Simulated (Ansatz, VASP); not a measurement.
**One calculation of SrTiO3, two programs**

```xyz
5
Lattice="3.8418 0.0000 0.0000 0.0000 3.8418 0.0000 0.0000 0.0000 3.8418" Properties=species:S:1:pos:R:3 pbc="T T T"
Sr    1.9209    1.9209    1.9209
Ti    0.0000    0.0000    0.0000
O     1.9209    0.0000    0.0000
O     0.0000    1.9209    0.0000
O     0.0000    0.0000    1.9209
```

Alike in both runs: task single point; functional LDA; k mesh 6 × 6 × 6; no spin polarisation.

```csv
,VASP,Ansatz
version,VASP 6.6.1,Ansatz 0.2.0
potentials or method,"VASP PAW LDA potentials, release 64 (Sr_sv, Ti_sv, O), cutoff 520 eV","all-electron LAPW, scalar-relativistic"
occupations,"gaussian, width 0.01 eV",fixed
```

```tsv
	VASP	Ansatz	Ansatz less VASP
gap on the k mesh at the Fermi level (eV)	1.83	1.86	+0.032
pressure (GPa)	3.1	2.1	-1.01
```

LDA's correlation is that of Perdew and Zunger in VASP and of Perdew and Wang (1992) in Ansatz. Ansatz ran all-electron here, and VASP with PAW potentials. Ansatz's warnings: metallic iterate.
